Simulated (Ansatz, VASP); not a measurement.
## Two plane-wave programs on HfN

```xyz
4
Lattice="0.0000 -2.2340 -2.2340 0.0000 2.2340 -2.2340 4.4680 0.0000 0.0000" Properties=species:S:1:pos:R:3 pbc="T T T"
Hf    2.2340   -0.0611   -2.2340
Hf    0.0000    0.0611    0.0000
N     0.0000    0.0782   -2.2340
N     2.2340   -0.0782    0.0000
```

Change from the starting cell: mode 4 frozen in at -0.063 Å and mode 11 at +0.043 Å (largest displacements).

Alike in both runs: task single point; functional LDA; k mesh 14 × 14 × 10; occupations gaussian, width 0.15 eV; no spin polarisation.

|  | VASP | Ansatz |
| --- | --- | --- |
| version | VASP 6.6.1 | Ansatz 0.2.0 |
| potentials or method | VASP PAW LDA potentials, release 64 (Hf_pv, N), cutoff 520 eV | scalar-relativistic, plane waves, PAW |
| valence electrons in the cell | 30 | 62 |

```tsv
	VASP	Ansatz	Ansatz less VASP
gap on the k mesh at the Fermi level (eV)	none	none	-
pressure (GPa)	-1.0	0.2	+1.19
traceless stress, the component that is largest in VASP (GPa)	-0.51	-0.51	0.000
rms of the force components (eV/Å)	0.366	0.359	-0.0067
```

Ansatz warns that its potentials were made for another functional, while VASP's fit it. LDA's correlation is that of Perdew and Zunger in VASP and of Perdew and Wang (1992) in Ansatz. Atom by atom the forces differ by 0.007 eV/Å (rms over components). A gap of «none» marks a metal or a gap that the smearing closes. VASP's potentials hold 30 valence electrons a cell and Ansatz's 62, so a difference there can come from the potentials and not from the codes.

Spin-orbit coupling is off throughout.
